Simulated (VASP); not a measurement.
The system is TiN.

```
Ti N
1.0
     0.00000    2.06511    2.06511
     2.06511    0.00000    2.06511
     2.06511    2.06511    0.00000
Ti N
1 1
Direct
  0.00000 0.00000 0.00000
  0.50000 0.50000 0.50000
```

Base run:

* Program: VASP 6.6.1
* Functional: PBE
* Potentials or basis: VASP PAW PBE potentials, release 64 (Ti_sv, N)
* Cutoff: 520 eV
* k mesh: 20 × 20 × 20
* Occupations: gaussian, width 0.15 eV
* Spin: collinear spin
* Starting moments: [0.375, 0.0] μB
* Fixed moment: 0.375 μB

Its results: pressure 29.3 GPa; site moments Ti +0.29; N +0.02 μB.

Q: After a change of settings the same cell gave: pressure 31.5 GPa; site moments Ti +0.47; N +0.04 μB. Which change was it?
A. fixed moment from 0.375 μB to 0.875 μB; moments at the start from [0.38, 0.0] to [0.88, 0.0]
B. fixed moment from 0.375 μB to 0.625 μB; moments at the start from [0.38, 0.0] to [0.62, 0.0]
C. fixed moment from 0.375 μB to 0.25 μB; moments at the start from [0.38, 0.0] to [0.25, 0.0]

A: B.

Caveats: the cell stands under pressure; the total moment is fixed, so each spin has its own Fermi level and the state may be an excited one.
